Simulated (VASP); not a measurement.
Write the native input for VASP 6.6.1 that does the following.

| Item | Value |
| --- | --- |
| Task | single point |
| Functional | PBE |
| Potentials or basis | VASP PAW PBE potentials, release 64 (Se) |
| Cutoff | 520 eV |
| k mesh | 21 × 21 × 21 |
| Occupations | fermi-dirac, width 0.1 eV |
| Spin | no spin polarisation |
| Dipole correction | no |
| Further INCAR settings | ALGO = Normal; EDIFF = 1e-06; NBANDS = 9 |

The structure of Se lies in POSCAR:

```
Se
1.0
   -1.2751022329      1.2751022329      1.2751022329
    1.2751022329     -1.2751022329      1.2751022329
    1.2751022329      1.2751022329     -1.2751022329
Se
1
Direct
    0.0000000000      0.0000000000      0.0000000000
```

One way to write it, as run:

INCAR

```
  ALGO = Normal
  EDIFF = 1E-6
  ENCUT = 520
  GGA = PE
  ISIF = 2
  ISMEAR = -1
  LASPH = T
  LCHARG = F
  LREAL = F
  LWAVE = F
  NBANDS = 9
  NELM = 60
  PREC = Accurate
  SIGMA = 0.1
```

KPOINTS

```
k-points
0
Gamma
  21 21 21
```

Potentials or basis: VASP PAW PBE potentials, release 64 (Se).

Run with:

```bash
$ cat potpaw_PBE.64/Se/POTCAR > POTCAR
$ mpirun -np 1 vasp_std > vasp.out
```

It gave:

```
Pressure               : 470.5 GPa
Band gap on the k mesh : zero (band 3 reaches 33.50 eV, above the bottom of band 4 at 11.02 eV)
```

Run time: 4.8 s on 1 thread of Intel(R) Xeon(R) 6975P-C (Granite Rapids), with other jobs on the host, peak memory 0.13 GiB.
